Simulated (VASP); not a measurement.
TePb:

```xyz
2
Lattice="4.0023 0.0000 0.0000 0.0000 4.0023 0.0000 0.0000 0.0000 4.0023" Properties=species:S:1:pos:R:3 pbc="T T T"
Pb    0.0000    0.0000    0.0000
Te    2.0011    2.0011    2.0011
```

* Program: VASP 6.6.1
* Task: relaxation of cell and atoms
* Functional: B3LYP
* Potentials or basis: VASP PAW PBE potentials, release 64 (Pb_d, Te)
* Cutoff: 600 eV
* k mesh: 4 × 4 × 4
* Occupations: fermi-dirac, width 0.05 eV
* Spin: no spin polarisation

At the start: pressure 2.9 GPa; volume 32.05 Å³/atom.

Q: Where does the relaxation end?

A: Over 4 steps the energy falls by 17.3 meV/atom and the volume is 34.08 Å³/atom (+6.3 %); space group Pm-3m (No. 221, to 0.1 Å) before and after.

The path:
```tsv
step	energy change (eV)	largest force (eV/Å)	pressure (GPa)	volume (Å³)
1	0.0000	0.0000	2.85	64.11
2	-0.0316	0.0000	-0.68	69.55
3	-0.0346	0.0000	-0.06	68.24
4	-0.0346	0.0000	-0.01	68.15
```

Final structure:
```yaml
crystal:
  lattice:
    - [4.08474, 0.00000, 0.00000]
    - [0.00000, 4.08474, 0.00000]
    - [0.00000, 0.00000, 4.08474]
  atoms:
    - { symbol: Pb, position: [0.00000, 0.00000, 0.00000] }
    - { symbol: Te, position: [0.50000, 0.50000, 0.50000] }
```

Caveat: the k points lie up to 0.38 Å⁻¹ apart in the final cell, too coarse for converged energies and pressures of a metal; the PAW data sets were made with another functional, which shifts forces and pressure a little.
